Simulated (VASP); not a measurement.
The system is InP.

```
In P
1.0
     0.00000    2.76883    2.76883
     2.76883    0.00000    2.76883
     2.76883    2.76883    0.00000
In P
1 1
Direct
  0.00000 0.00000 0.00000
  0.50000 0.50000 0.50000
```

* Program: VASP 6.6.1
* Task: relaxation of cell and atoms
* Functional: revPBE
* Dispersion: D3(BJ)
* Potentials or basis: VASP PAW PBE potentials, release 64 (In_d, P)
* Cutoff: 600 eV
* k mesh: 8 × 8 × 8
* Occupations: fermi-dirac, width 0.05 eV
* Spin: no spin polarisation

At the start: pressure -4.4 GPa; volume 21.23 Å³/atom.

Where does the relaxation end?

Over 3 steps the energy falls by 17.4 meV/atom and the volume is 20.02 Å³/atom (-5.7 %); space group Fm-3m (No. 225, to 0.05 Å).

Step by step:
```
step  energy change (eV)  largest force (eV/Å)  pressure (GPa)  volume (Å³)
   1              0.0000                0.0000           -4.38        42.45
   2             -0.0269                0.0000            2.47        38.99
   3             -0.0348                0.0000            0.01        40.05
```

Final structure:
```yaml
crystal:
  lattice:
    - [0.00000, 2.71548, 2.71548]
    - [2.71548, 0.00000, 2.71548]
    - [2.71548, 2.71548, 0.00000]
  atoms:
    - { symbol: In, position: [0.00000, 0.00000, 0.00000] }
    - { symbol: P, position: [0.50000, 0.50000, 0.50000] }
```

Caveat: the PAW data sets were made with another functional, which shifts forces and pressure a little; pairwise dispersion overbinds metals, which lowers pressure and volume.
